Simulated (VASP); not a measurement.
# SnO: single point with PBE+D3(BJ)

The system is SnO, a slab with vacuum.

```
CELL_PARAMETERS angstrom
3.82016 0.00000 0.00000
0.00000 3.82016 0.00000
0.00000 0.00000 22.22608
ATOMIC_POSITIONS crystal
Sn 0.75000 0.25000 0.20246
Sn 0.25000 0.75000 0.30874
Sn 0.25000 0.75000 0.51037
Sn 0.75000 0.25000 0.61665
O 0.25000 0.25000 0.25560
O 0.75000 0.75000 0.25560
O 0.75000 0.75000 0.56352
O 0.25000 0.25000 0.56352
```

| Item | Value |
| --- | --- |
| Program | VASP 6.6.1 |
| Task | single point |
| Functional | PBE |
| Dispersion | D3(BJ) |
| Potentials or basis | VASP PAW PBE potentials, release 64 (Sn_d, O_h) |
| Cutoff | 1000 eV |
| k mesh | 7 × 7 × 1 |
| Occupations | gaussian, width 0.05 eV |
| Spin | no spin polarisation |
| Dipole correction | yes |
| Further INCAR settings | ALGO = Normal; EDIFF = 1e-06; NBANDS = 50; NELMDL = -8 |

```yaml
Largest_force: 0.089 eV/Å
Band_gap_on_the_k_mesh: 2.58 eV (least direct gap 2.61 eV)
Dispersion_energy_per_atom: -0.152 eV
```

Forces in eV/Å, atoms in the order of the input:
```
Sn   0.000  0.000 -0.089
Sn   0.000  0.000  0.089
Sn   0.000  0.000 -0.089
Sn   0.000  0.000  0.089
O    0.000  0.000  0.000
O    0.000  0.000  0.000
O    0.000  0.000  0.000
O    0.000  0.000  0.000
```

Levels at points of the mesh, in eV from the valence-band top:
```tsv
k point	band 36	band 37	band 38	band 39	band 40	band 41	band 42	band 43	band 44	band 45
(0.00, 0.00, 0.00)	-1.90	-1.89	-1.89	-0.51	-0.03	2.58	2.91	2.92	3.70	4.93
```

Run time: 10 min on 1 thread of Intel(R) Xeon(R) Platinum 8488C (Sapphire Rapids), on a shared host, peak memory 0.9 GiB.

Caveat: spin-orbit coupling is left out, which moves the levels of the heavy elements.
